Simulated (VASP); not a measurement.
# Te (C2/c) in VASP: notebook

The runs below take Te through single point, relaxation of cell and atoms, with PBE.

Program: VASP 6.6.1. These are calculated values, not measurements. Logs are shortened: lines on timing, memory, paths and dates and some standing lists are left out, and cuts for length are marked.

## 1. The cell of the first run

The structure is monoclinic, space group C2/c (No. 15). Conventional cell: a = 7.379 Å, b = 4.401 Å, c = 9.767 Å, α = 90.00°, β = 102.17°, γ = 90.00°. Te (site symmetry 1) has 1 Te at 2.00 Å within 2.6 Å.

## 2. Single point, PBE

INCAR

```
PREC = Accurate
ENCUT = 500
EDIFF = 1E-6
ISMEAR = 0
SIGMA = 0.1
LREAL = False
LASPH = True
NELM = 120
ALGO = Normal
ISIF = 2
LWAVE = False
LCHARG = False
GGA = PE
NBANDS = 20
GGA_COMPAT = False
```

KPOINTS

```
Automatic mesh
0
Gamma
  6 6 2
```

POSCAR

```
Te
1.0
    3.6896120813     -2.2003504776      0.0000000000
    3.6896120813      2.2003504776      0.0000000000
   -2.0590987103      0.0000000000      9.5478976434
Te
4
Direct
    0.9680000000      0.6020000000      0.0997000000
    0.3980000000      0.0320000000      0.4003000000
    0.0320000000      0.3980000000      0.9003000000
    0.6020000000      0.9680000000      0.5997000000
```

Potentials or basis: VASP PAW PBE potentials, release 64 (Te).

Run with:

```console
cat potpaw_PBE.64/Te/POTCAR > POTCAR
mpirun -np 1 vasp_std > vasp.out
```

OUTCAR:

```text
PREC = Accurate
   ENCUT = 500
   EDIFF = 1E-6
   ISMEAR = 0
   LREAL = False
   LASPH = True
   NELM = 120
   ISIF = 2
   GGA = PE

 ion  position               nearest neighbor table
   1  0.968  0.602  0.100-   3 2.00
   2  0.398  0.032  0.400-   4 2.00
   3  0.032  0.398  0.900-   1 2.00
   4  0.602  0.968  0.600-   2 2.00

  LATTYP: Found a base centered monoclinic cell.
 ALAT       =     7.3792241626
 B/A-ratio  =     0.5963636364
 C/A-ratio  =     1.3236360154
 COS(beta)  =    -0.2108132423

  Lattice vectors:

 A1 = (   3.6896120813,  -2.2003504776,   0.0000000000)
 A2 = (   3.6896120813,   2.2003504776,   0.0000000000)
 A3 = (  -2.0590987103,   0.0000000000,   9.5478976434)

Analysis of symmetry for initial positions (statically):
=====================================================================
 Subroutine PRICEL returns:
 Original cell was already a primitive cell.

 Routine SETGRP: Setting up the symmetry group for a
 base centered monoclinic supercell.

 Subroutine GETGRP returns: Found  4 space group operations
 (whereof  2 operations were pure point group operations)
 out of a pool of  4 trial point group operations.

The static configuration has the point symmetry S_2 .
 The point group associated with its full space group is C_2h.

Analysis of symmetry for dynamics (positions and initial velocities):
=====================================================================
 Subroutine PRICEL returns:
 Original cell was already a primitive cell.

 Routine SETGRP: Setting up the symmetry group for a
 base centered monoclinic supercell.

 Subroutine GETGRP returns: Found  4 space group operations
 (whereof  2 operations were pure point group operations)
 out of a pool of  4 trial point group operations.

The dynamic configuration has the point symmetry S_2 .
 The point group associated with its full space group is C_2h.

 Subroutine INISYM returns: Found  4 space group operations
 (whereof  2 operations are pure point group operations),
 and found     1 'primitive' translations

----------------------------------------------------------------------------------------

                                     Primitive cell

  volume of cell :     155.0281

  direct lattice vectors                    reciprocal lattice vectors
     3.689612081 -2.200350478  0.000000000     0.135515601 -0.227236527  0.029225282
     3.689612081  2.200350478  0.000000000     0.135515601  0.227236527  0.029225282
    -2.059098710  0.000000000  9.547897643     0.000000000  0.000000000  0.104735098

  length of vectors
     4.295902645  4.295902645  9.767406867     0.266186090  0.266186090  0.104735098

  position of ions in fractional coordinates (direct lattice)
     0.968000000  0.602000000  0.099700000
     0.398000000  0.032000000  0.400300000
     0.032000000  0.398000000  0.900300000
     0.602000000  0.968000000  0.599700000

  ion indices of the primitive-cell ions
   primitive index   ion index
                 1           1
                 2           2
                 3           3
                 4           4

----------------------------------------------------------------------------------------

 KPOINTS: Automatic mesh

Automatic generation of k-mesh.
 Grid dimensions read from file:
 generate k-points for:    6    6    2

 Generating k-lattice:

  Cartesian coordinates                     Fractional coordinates (reciprocal lattice)
     0.022585934 -0.037872754  0.004870880     0.166666667  0.000000000  0.000000000
     0.022585934  0.037872754  0.004870880     0.000000000  0.166666667  0.000000000
     0.000000000  0.000000000  0.052367549     0.000000000  0.000000000  0.500000000

  Length of vectors
     0.044364348  0.044364348  0.052367549

  Shift w.r.t. Gamma in fractional coordinates (k-lattice)
     0.000000000  0.000000000  0.000000000

 Subroutine IBZKPT returns following result:
 ===========================================

 Found     26 irreducible k-points:

 Following reciprocal coordinates:
            Coordinates               Weight
  0.000000  0.000000  0.000000      1.000000
  0.166667 -0.000000  0.000000      4.000000
  0.333333  0.000000  0.000000      4.000000
  0.500000  0.000000 -0.000000      2.000000
  0.166667  0.166667  0.000000      2.000000
  0.333333  0.166667  0.000000      4.000000
[... 16 lines left out ...]
  0.333333  0.333333  0.500000      2.000000
  0.500000  0.333333  0.500000      4.000000
 [... further k-points ...]
   k-points           NKPTS =     26   k-points in BZ     NKDIM =     26   number of bands    NBANDS=     20
   number of dos      NEDOS =    301   number of ions     NIONS =      4
   total plane-waves  NPLWV =  73728
   dimension x,y,z NGX =    32 NGY =   32 NGZ =   72
   dimension x,y,z NGXF=    64 NGYF=   64 NGZF=  144
   ions per type =               4
   NGX,Y,Z   is equivalent  to a cutoff of  12.38, 12.38, 12.25 a.u.
   NGXF,Y,Z  is equivalent  to a cutoff of  24.77, 24.77, 24.51 a.u.
[... 83 lines left out ...]
      5      -0.4662      2.00000
      6       0.5656      2.00000
[... 12 lines left out ...]
     19      10.0761      0.00000
     20      10.9419      0.00000

 k-point     3 :       0.3333    0.0000    0.0000
  band No.  band energies     occupation
      1     -10.9620      2.00000
      2     -10.8762      2.00000
      3      -4.3726      2.00000
      4      -3.5676      2.00000
      5      -0.7418      2.00000
      6      -0.3564      2.00000
[... 12 lines left out ...]
     19      10.6570      0.00000
     20      11.4093      0.00000

 k-point     4 :       0.5000    0.0000   -0.0000
  band No.  band energies     occupation
      1     -10.8581      2.00000
      2     -10.8509      2.00000
      3      -3.9348      2.00000
      4      -3.9041      2.00000
      5      -0.8768      2.00000
      6      -0.8197      2.00000
[... 12 lines left out ...]
     19      11.3682      0.00000
     20      11.6202      0.00000

 k-point     5 :       0.1667    0.1667    0.0000
  band No.  band energies     occupation
      1     -11.1098      2.00000
      2     -10.9693      2.00000
      3      -4.7297      2.00000
      4      -3.3987      2.00000
      5      -0.3540      2.00000
      6       0.6637      2.00000
[... 12 lines left out ...]
     19      10.0457      0.00000
     20      10.5081      0.00000

 k-point     6 :       0.3333    0.1667    0.0000
  band No.  band energies     occupation
      1     -10.9977      2.00000
      2     -10.8952      2.00000
      3      -4.4423      2.00000
      4      -3.4930      2.00000
      5      -0.4761      2.00000
      6      -0.0147      2.00000
[... 12 lines left out ...]
     19      10.5285      0.00000
     20      10.7311      0.00000

 k-point     7 :       0.5000    0.1667    0.0000
  band No.  band energies     occupation
      1     -10.8696      2.00000
      2     -10.8342      2.00000
      3      -4.0304      2.00000
      4      -3.7432      2.00000
      5      -0.7196      2.00000
      6      -0.5849      2.00000
[... 12 lines left out ...]
     19      10.4568      0.00000
     20      11.3850      0.00000
[... 277 lines left out ...]
 k-point    20 :       0.5000    0.1667    0.5000
  band No.  band energies     occupation
      1     -10.8727      2.00000
      2     -10.8310      2.00000
      3      -4.1033      2.00000
      4      -3.6712      2.00000
      5      -0.6506      2.00000
      6      -0.3190      2.00000
[... 12 lines left out ...]
     19      10.8364      0.00000
     20      11.1896      0.00000

 k-point    21 :      -0.3333    0.1667    0.5000
  band No.  band energies     occupation
      1     -10.8667      2.00000
      2     -10.8433      2.00000
      3      -4.0453      2.00000
      4      -3.8091      2.00000
      5      -0.5518      2.00000
      6      -0.3039      2.00000
[... 12 lines left out ...]
     19      10.9617      0.00000
     20      11.2580      0.00000

 k-point    22 :      -0.1667    0.1667    0.5000
  band No.  band energies     occupation
      1     -10.9533      2.00000
      2     -10.9533      2.00000
      3      -4.0784      2.00000
      4      -4.0784      2.00000
      5      -0.0756      2.00000
      6      -0.0756      2.00000
[... 12 lines left out ...]
     19      10.1252      0.00000
     20      10.1252      0.00000

 k-point    23 :       0.3333    0.3333    0.5000
  band No.  band energies     occupation
      1     -10.9331      2.00000
      2     -10.8891      2.00000
      3      -4.1552      2.00000
      4      -3.6879      2.00000
      5      -0.5287      2.00000
      6      -0.3986      2.00000
[... 12 lines left out ...]
     19      11.0864      0.00000
     20      11.4168      0.00000

 k-point    24 :       0.5000    0.3333    0.5000
  band No.  band energies     occupation
      1     -10.8589      2.00000
      2     -10.8335      2.00000
      3      -3.9650      2.00000
      4      -3.6878      2.00000
      5      -0.6999      2.00000
      6      -0.5936      2.00000
[... 12 lines left out ...]
     19      11.1600      0.00000
     20      11.3048      0.00000

 [... further k-points ...]
[... 5 lines left out ...]
  --------------------------------------------------------------------------------------
  -------------------------------------------------------------------------------------
  Total       -1.6983054      9.3190926    106.7526367      0.0000000      0.0000000      5.4939579
  in kB      -17.5515728     96.3105559   1103.2625414      0.0000000      0.0000000     56.7787186
  external PRESSURE =     394.0071748 kB  Pullay stress =       0.0000000 kB

 VOLUME and BASIS-vectors are now :
 -----------------------------------------------------------------------------
  energy-cutoff  :      500.00
  volume of cell :      155.03
      direct lattice vectors                 reciprocal lattice vectors
     3.689612081 -2.200350478  0.000000000     0.135515601 -0.227236527  0.029225282
     3.689612081  2.200350478  0.000000000     0.135515601  0.227236527  0.029225282
    -2.059098710  0.000000000  9.547897643     0.000000000  0.000000000  0.104735098

 POSITION                                       TOTAL-FORCE (eV/Angst)
 -----------------------------------------------------------------------------------
      5.58740     -0.80533      0.95193         1.492868      8.332981     27.952212
      0.76228     -0.80533      3.82202        -1.492868      8.332981    -27.952212
     -0.26727      0.80533      8.59597        -1.492868     -8.332981    -27.952212
      4.55785      0.80533      5.72587         1.492868     -8.332981     27.952212
 -----------------------------------------------------------------------------------
    total drift:                                0.000000      0.000000     -0.000000

  FREE ENERGIE OF THE ION-ELECTRON SYSTEM (eV)
  ---------------------------------------------------
  free  energy   TOTEN  =         1.1316933448 eV

  energy  without entropy=        1.1501681459  energy(sigma->0) =        1.14093075
```

Run time: 84 s. Hardware: 1 thread of Intel Xeon 8259CL, shared host; peak memory 0.27 GiB.

What came out:

```yaml
Free_energy: 1.1317 eV
Pressure: 39.4 GPa
Largest_force: 29.206 eV/Å
Band_gap_on_the_k_mesh: zero (bands 12 and 13 overlap by 0.77 eV)
```

Forces in eV/Å, atoms in the order of the input:
```
Te    1.493   8.333  27.952
Te   -1.493   8.333 -27.952
Te   -1.493  -8.333 -27.952
Te    1.493  -8.333  27.952
```

Stress tensor (GPa, compression positive):
```
 -1.76   0.00   5.68
  0.00   9.63   0.00
  5.68   0.00 110.33
```

Levels at points of the mesh, in eV from the Fermi level:
| k point | band 8 | band 9 | band 10 | band 11 | band 12 | band 13 | band 14 | band 15 | band 16 | band 17 |
| --- | --- | --- | --- | --- | --- | --- | --- | --- | --- | --- |
| (0.00, 0.00, 0.00) | -3.60 | -3.47 | -2.45 | 0.07 | 0.46 | 0.68 | 1.30 | 3.03 | 3.56 | 4.22 |
| (0.50, 0.00, 0.00) | -4.11 | -3.62 | -3.50 | -1.07 | -1.02 | 0.35 | 0.53 | 2.97 | 3.07 | 5.54 |
| (0.50, 0.50, 0.00) | -4.35 | -3.97 | -3.70 | -1.27 | -0.36 | -0.32 | 0.57 | 3.16 | 3.97 | 4.26 |
| (0.00, 0.00, 0.50) | -3.60 | -3.43 | -3.43 | 0.20 | 0.20 | 0.97 | 0.97 | 3.09 | 3.09 | 5.33 |
| (0.50, 0.00, 0.50) | -4.29 | -3.86 | -3.74 | -0.96 | -0.25 | 0.14 | 1.22 | 2.88 | 3.82 | 3.84 |
| (0.50, 0.50, 0.50) | -4.25 | -3.46 | -3.46 | -1.16 | -1.16 | -0.15 | -0.15 | 3.22 | 3.22 | 5.76 |

Caveat: the cell stands under pressure; spin-orbit coupling is left out, which moves the levels of the heavy elements; this functional lacks dispersion, which binds the layers, so the pressure and a relaxed spacing across them are unreliable; forces of over 1 eV/Å act on the atoms, so gaps and moduli don't describe the material at rest.

## 3. Relaxation of cell and atoms, PBE

INCAR

```
PREC     = Accurate       # precision mode
ENCUT    = 500            # plane-wave cutoff, eV
EDIFF    = 1E-7           # SCF threshold, eV
ISMEAR   = 0              # smearing method
SIGMA    = 0.1            # smearing width, eV
LREAL    = F              # projectors in reciprocal space
LASPH    = T              # aspherical terms in the spheres
NELM     = 120            # most SCF steps
ALGO     = Normal         # electronic algorithm
ISIF     = 3              # what is computed and relaxed
LWAVE    = F              # write WAVECAR
LCHARG   = F              # write CHGCAR
GGA      = PE             # functional
IBRION   = 2              # ionic algorithm
NSW      = 90             # ionic steps
EDIFFG   = -0.04          # ionic threshold
GGA_COMPAT= F            
NELMIN   = 4
```

KPOINTS

```
regular mesh
0
Gamma
  4 4 2
```

POSCAR is that of step 2.

Potentials or basis: VASP PAW PBE potentials, release 64 (Te).

Run with:

```console
cat potpaw_PBE.64/Te/POTCAR > POTCAR
mpirun -np 1 vasp_std > vasp.out
```

It took 28 min on 1 thread of Intel Xeon 8259CL, shared host; peak memory 0.27 GiB.

The run converged. Its results:

* Free energy: -12.2969 eV
* Relaxed cell: a = 4.058 Å, b = 4.058 Å, c = 14.744 Å, α = 78.86°, β = 78.86°, γ = 89.92°
* Space group after relaxing (to 0.1 Å): C2/c (No. 15)
* Energy gained by relaxing: 3361.4 meV/atom
* Ionic steps: 39
* Pressure after relaxing: 0.0 GPa
* Largest force after relaxing: 0.033 eV/Å
* Band gap on the k mesh: 0.86 eV (least direct gap 1.54 eV)

Forces in eV/Å, atoms in the order of the input:
```
Te  -0.030  0.000 -0.012
Te   0.030  0.000  0.012
Te   0.030  0.000  0.012
Te  -0.030  0.000 -0.012
```

Stress tensor (GPa, compression positive):
```
-0.03  0.00  0.03
 0.00  0.07  0.00
 0.03  0.00 -0.06
```

The path:
```
step  energy change (eV)  largest force (eV/Å)  pressure (GPa)  volume (Å³)
   1              0.0000               29.1684           39.40       155.03
   2             -9.4019                4.2932            7.22       385.87
   3             -9.7790                3.8205            6.97       377.64
   4            -10.0871                3.5220            6.59       370.61
   5            -11.5695                0.2422            1.83       259.13
   6            -11.6304                0.0338            2.55       270.77
   7            -11.0977                2.2178            5.57       314.83
   8            -11.6099                0.5059            3.56       277.43
   9            -12.2350                1.0782           -1.28       339.56
  10            -12.2939                0.8084           -0.49       323.01
  11            -12.5461                0.3190           -0.26       323.77
  12            -12.5773                0.3815            0.01       323.79
  13            -12.5780                0.4532            0.08       323.77
  14            -12.6255                0.2722           -0.31       325.88
  15            -12.6421                0.2761           -0.75       328.05
  16            -12.6620                0.2110           -0.74       325.66
  17            -12.7050                0.0201           -0.68       318.37
  18            -12.7183                0.4676           -0.49       303.18
  19            -12.7855                0.6906           -0.31       293.92
  20            -12.9497                0.8391            0.40       266.74
  21            -12.6698                1.4641            4.77       215.06
  22            -12.9586                1.0651            0.90       259.04
  23            -12.9531                1.2507            1.78       242.67
  24            -12.9632                1.1689            1.39       249.15
  25            -12.9915                1.0969            1.33       246.73
  26            -13.0671                0.9355            1.28       239.40
  27            -13.0826                0.8066            2.00       224.57
  28            -13.1115                0.8372            1.48       231.79
  29            -13.1125                0.8232            1.56       230.25
  30            -13.1604                0.6870            0.99       233.21
  31            -13.2085                0.3616           -0.45       242.24
  32            -13.2096                0.3964           -0.29       241.09
  33            -13.2215                0.4091           -0.28       240.84
  34            -13.2604                0.4841           -0.29       240.11
  35            -13.3507                0.4880           -0.29       238.61
  36            -13.4429                0.0618           -0.20       235.49
  37            -13.4441                0.0524            0.19       232.53
  38            -13.4449                0.0458            0.03       233.68
  39            -13.4457                0.0328           -0.01       233.54
```

Final structure:
```xyz
4
Lattice="2.8002 -2.8673 0.6345 2.8002 2.8673 0.6345 0.7911 0.0000 14.7227" Properties=species:S:1:pos:R:3 pbc="T T T"
Te    4.5110   -0.7291    4.1771
Te    1.4850   -0.7291    4.4532
Te    1.8805    0.7291   11.8146
Te    4.9065    0.7291   11.5384
```

Levels at points of the mesh, in eV from the valence-band top:
| k point | band 8 | band 9 | band 10 | band 11 | band 12 | band 13 | band 14 | band 15 | band 16 |
| --- | --- | --- | --- | --- | --- | --- | --- | --- | --- |
| (0.00, 0.00, 0.00) | -3.04 | -2.32 | -2.24 | -0.27 | -0.08 | 2.95 | 2.95 | 2.96 | 2.96 |
| (0.50, 0.00, 0.00) | -2.71 | -0.84 | -0.84 | -0.74 | -0.74 | 0.86 | 0.89 | 0.89 | 0.93 |
| (0.50, 0.50, 0.00) | -5.37 | -1.03 | -1.02 | -1.01 | -1.01 | 2.00 | 2.03 | 2.03 | 2.04 |
| (0.00, 0.00, 0.50) | -3.04 | -2.28 | -2.28 | -0.17 | -0.17 | 2.95 | 2.95 | 2.96 | 2.96 |
| (0.50, 0.00, 0.50) | -2.69 | -0.84 | -0.84 | -0.74 | -0.74 | 0.86 | 0.88 | 0.92 | 0.92 |
| (0.50, 0.50, 0.50) | -5.38 | -1.03 | -1.03 | -1.01 | -1.01 | 2.02 | 2.02 | 2.03 | 2.03 |

Caveat: the volume moved by over 15 % at a fixed basis, so the end points are rough; spin-orbit coupling is left out, which moves the levels of the heavy elements. A k mesh can miss the band edges.
